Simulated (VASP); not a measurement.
Set up this calculation in VASP 6.6.1, as the native input.

| Item | Value |
| --- | --- |
| Task | single point |
| Functional | PBE |
| Potentials or basis | VASP PAW PBE potentials, release 64 (Zn, Te, P, Pt) |
| Cutoff | 520 eV |
| k mesh | 8 × 8 × 4 |
| Occupations | gaussian, width 0.1 eV |
| Spin | no spin polarisation |
| Dipole correction | no |
| Further INCAR settings | ALGO = Fast; EDIFF = 1e-07; NBANDS = 34 |

The structure of ZnTe3P2Pt lies in POSCAR:

```
ZnTe3P2Pt
1.0
    4.1413488706      0.0000000000      0.0000000000
    0.0000000000      4.1413488706      0.0000000000
    0.0000000000      0.0000000000     10.7070583172
Zn Te P Pt
1 3 2 1
Direct
    0.5000000000      0.5000000000      0.0000000000
    0.0000000000      0.0000000000      0.2515691825
    0.0000000000      0.0000000000      0.7484308175
    0.5000000000      0.5000000000      0.5000000000
    0.5000000000      0.5000000000      0.7742459406
    0.5000000000      0.5000000000      0.2257540594
    0.0000000000      0.0000000000      0.5000000000
```

One way to write it, as run:

INCAR

```
SYSTEM = ZnTe3P2Pt
PREC     = Accurate       ! precision mode
ENCUT    = 520            ! plane-wave cutoff, eV
EDIFF    = 1E-7           ! SCF threshold, eV
ISMEAR   = 0              ! smearing method
SIGMA    = 0.1            ! smearing width, eV
LREAL    = .FALSE.        ! projectors in reciprocal space
LASPH    = .TRUE.         ! aspherical terms in the spheres
NELM     = 100            ! most SCF steps
ALGO     = Fast           ! electronic algorithm
ISIF     = 2              ! what is computed and relaxed
LWAVE    = .FALSE.        ! write WAVECAR
LCHARG   = .FALSE.        ! write CHGCAR
GGA      = PE             ! functional
NBANDS   = 34             ! bands
```

KPOINTS

```
regular mesh
0
G
  8 8 4
  0 0 0
```

Potentials or basis: VASP PAW PBE potentials, release 64 (Zn, Te, P, Pt).

Run with:

```console
$ cat potpaw_PBE.64/Zn/POTCAR potpaw_PBE.64/Te/POTCAR potpaw_PBE.64/P/POTCAR potpaw_PBE.64/Pt/POTCAR > POTCAR
$ mpirun -np 1 vasp_std > vasp.out
```

It gave:

| Property | Result |
| --- | --- |
| Pressure | -4.5 GPa |
| Largest force | 0.025 eV/Å |
| Band gap on the k mesh | zero (bands 25 and 26 overlap by 1.60 eV) |

Caveat: the cell stands under tension; spin-orbit coupling is left out, which moves the levels of the heavy elements.

It took 4.6 min on 1 thread of Oxide Virtual Turin-like Processor (shared host), peak memory 0.44 GiB.
